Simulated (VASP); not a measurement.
Here is a VASP 6.6.1 calculation.

Contents of POSCAR:

```
SnSe2
1.0
    3.8110000000      0.0000000000      0.0000000000
   -1.9055000000      3.3004228138      0.0000000000
    0.0000000000      0.0000000000      6.1360000000
Sn Se
1 2
Direct
    0.0000000000      0.0000000000      0.0000000000
    0.3333333333      0.6666666667      0.2490000000
    0.6666666667      0.3333333333      0.7510000000
```

The input INCAR.step1:

```
SYSTEM = SnSe2
ALGO = Normal
EDIFF = 1E-5
EDIFFG = -0.005
ENCUT = 550
GGA = PE
GGA_COMPAT = .FALSE.
IBRION = 2
ISIF = 3
ISMEAR = 0
KPAR = 4
LASPH = .TRUE.
LCHARG = .FALSE.
LREAL = .FALSE.
LWAVE = .TRUE.
NELM = 120
NELMIN = 4
NSW = 100
PREC = Accurate
SIGMA = 0.02
```

File INCAR.step2:

```
SYSTEM = SnSe2
ALGO = Normal
EDIFF = 1E-7
EDIFFG = -0.001
ENCUT = 550
GGA_COMPAT = .FALSE.
IBRION = 2
ISIF = 3
ISMEAR = 0
ISTART = 1
KPAR = 4
LASPH = .TRUE.
LCHARG = .FALSE.
LMIXTAU = .TRUE.
LREAL = .FALSE.
LWAVE = .FALSE.
METAGGA = R2SCAN
NELM = 120
NELMIN = 4
NSW = 80
PREC = Accurate
SIGMA = 0.02
```

The input KPOINTS:

```
k-points
0
G
  14 14 10
  0 0 0
```

Potentials or basis: VASP PAW PBE potentials, release 64 (Sn_d, Se).

Run with:

```bash
$ cat potpaw_PBE.64/Sn_d/POTCAR potpaw_PBE.64/Se/POTCAR > POTCAR
$ cp INCAR.step1 INCAR
$ mpirun -np 4 vasp_std > vasp.out
$ cp INCAR.step2 INCAR
$ mpirun -np 4 vasp_std > vasp.out
```

Problem. Predict the band gap on the k mesh.

Solution. 1.01 eV (least direct gap 1.46 eV).

Problem. What does it give for the space group after relaxing (to 0.1 Å)?

Solution. P-3m1 (No. 164).

Problem. What does it give for the relaxed cell?

Solution. a = 3.842 Å, b = 3.842 Å, c = 6.510 Å, α = 90.00°, β = 90.00°, γ = 120.00°.

Problem. Estimate the relaxed volume.

Solution. 27.74 Å³/atom.

Final structure:
```yaml
crystal:
  lattice:
    - [3.84163, 0.00000, 0.00000]
    - [-1.92081, 3.32695, 0.00000]
    - [0.00000, 0.00000, 6.51038]
  atoms:
    - { symbol: Sn, position: [0.00000, 0.00000, 0.00000] }
    - { symbol: Se, position: [0.33333, 0.66667, 0.24187] }
    - { symbol: Se, position: [0.66667, 0.33333, 0.75813] }
```

Caveat: the PAW data sets were made with another functional, which shifts forces and pressure a little; spin-orbit coupling is left out, which moves the levels of the heavy elements. A k mesh can miss the band edges.
